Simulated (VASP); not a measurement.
A run of VASP 6.6.1:

The input INCAR:

```
PREC = Accurate
ENCUT = 520
EDIFF = 1E-6
ISMEAR = 0
SIGMA = 0.15
LREAL = Auto
LASPH = T
NELM = 80
ALGO = Normal
ISIF = 2
LWAVE = F
LCHARG = F
GGA = PE
IVDW = 12
NBANDS = 68
```

The input KPOINTS:

```
Automatic mesh
0
Gamma
  3 3 3
```

The input POSCAR:

```
Al30Si
1.0
    8.1000000000      0.0000000000      0.0000000000
    0.0000000000      8.1000000000      0.0000000000
    0.0000000000      0.0000000000      8.1000000000
Al Si
30 1
Direct
    0.5046914815      0.0020654321      0.0045146914
    0.7498734568      0.2483137037      0.0015837037
   -0.0047400000      0.0020117284      0.0044779012
    0.2498567901      0.2516044444     -0.0005432099
    0.4988313580      0.5015160494     -0.0006562963
    0.7499461728      0.7563330864      0.0054683951
    0.2500244444      0.0004582716      0.2489196296
    0.5029190123      0.2456243210      0.2476379012
    0.7499345679      0.5023097531      0.2532329630
    0.4886565432      0.0028937037      0.5064975309
    0.7499545679      0.2427161728      0.4930545679
    0.7500035802     -0.0049681481      0.7439746914
    0.0007797531      0.5015656790     -0.0005808642
    0.2499169136      0.7493792593     -0.0033845679
   -0.0030801235      0.2454551852      0.2476667901
    0.2499408642      0.4956340741      0.2477585185
    0.4961490123      0.7468698765      0.2493988889
    0.0116558025      0.0030140741      0.5067155556
    0.2499943210      0.2572990123      0.5005225926
    0.5036607407      0.5029645679      0.5008827160
    0.2499980247      0.0023061728      0.7587750617
    0.5001712346      0.2514508642      0.7493416049
    0.7499070370      0.5032796296      0.7472965432
    0.0041972840      0.7466869136      0.2493601235
   -0.0036958025      0.5028228395      0.5009030864
    0.2500374074      0.7487308642      0.5003454321
   -0.0002514815      0.2514362963      0.7493540741
    0.2498781481      0.5013588889      0.7490323457
    0.5016603704      0.7487007407      0.7472130864
   -0.0017080247      0.7486986420      0.7471380247
    0.7501360494     -0.0739397531      0.3396397531
```

Potentials or basis: VASP PAW PBE potentials, release 64 (Al, Si).

The run is started by

```bash
$ cat potpaw_PBE.64/Al/POTCAR potpaw_PBE.64/Si/POTCAR > POTCAR
$ mpirun -np 1 vasp_std > vasp.out
```

Hardware: 1 thread of Intel(R) Xeon(R) 6975P-C (Granite Rapids), on a shared host.

Problem. Estimate the wall time of this run.

Solution. Run time: 4.9 min on 1 thread of Intel(R) Xeon(R) 6975P-C (Granite Rapids) (shared host), peak memory 0.64 GiB. Counts: scf iterations 13, k points 14.
